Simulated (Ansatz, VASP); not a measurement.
**One calculation of LiGeN, two programs**

INCAR

```
ALGO = Normal
EDIFF = 1E-6
ENCUT = 520
GGA = PE
ISIF = 2
ISMEAR = 1
LASPH = True
LCHARG = True
LELF = True
LREAL = False
LVHAR = True
LWAVE = False
NBANDS = 31
NELM = 80
PREC = Accurate
SIGMA = 0.05
```

File KPOINTS:

```
k-points
0
Gamma
  3 3 1
```

The input POSCAR:

```
LiGeN
1.0
    3.0124090000      0.0000000000      0.0000000000
   -1.5062045000      2.6088227206      0.0000000000
    0.0000000000      0.0000000000      9.4194590000
Li Ge N
2 2 2
Direct
    0.6666666667      0.3333333333      0.7433920000
    0.3333333333      0.6666666667      0.2433920000
    0.0000000000      0.0000000000      0.4980230000
    0.0000000000      0.0000000000      0.9980230000
    0.3333333333      0.6666666667      0.6032230000
    0.6666666667      0.3333333333      0.1032230000
```

Input for Ansatz:

```yaml
crystal:
  lattice:
    a: 3.012409
    b: 3.012409
    c: 9.419459
    alpha: 90.0
    beta: 90.0
    gamma: 120.0
  atoms:
    - { symbol: Li, position: [0.6666666666666666, 0.3333333333333333, 0.743392] }
    - { symbol: Li, position: [0.3333333333333333, 0.6666666666666666, 0.243392] }
    - { symbol: Ge, position: [0.0, 0.0, 0.498023] }
    - { symbol: Ge, position: [0.0, 0.0, 0.998023] }
    - { symbol: "N", position: [0.3333333333333333, 0.6666666666666666, 0.603223] }
    - { symbol: "N", position: [0.6666666666666666, 0.3333333333333333, 0.103223] }
basis:
  ecutwfc: 571.4391111657479
kpoints:
  mp_grid:
    grid: [3, 3, 1]
hamiltonian:
  xc: pbe
scf:
  occupations:
    method: cold
    width: 0.05
output:
  forces: true
  stress: true
```

Alike in both runs: task single point; functional PBE; k mesh 3 × 3 × 1; no spin polarisation.

|  | VASP | Ansatz |
| --- | --- | --- |
| version | VASP 6.6.1 | Ansatz 0.2.0 |
| potentials or method | VASP PAW PBE potentials, release 64 (Li_sv, Ge_d, N), cutoff 520 eV | plane waves, PAW |
| occupations | methfessel-paxton of order 1, width 0.05 eV | cold, width 0.05 eV |
| valence electrons in the cell | 44 | 44 |

```csv
,VASP,Ansatz,Ansatz less VASP
rms of the force components (eV/Å),0.102,0.108,+0.0057
```

Atom by atom the forces differ by 0.009 eV/Å (rms over components).

The k mesh is coarse, so the values compare programs but aren't converged. Noted on VASP's run: the cutoff is under 1.25 times that of the potentials, so the pressure is a little rough.
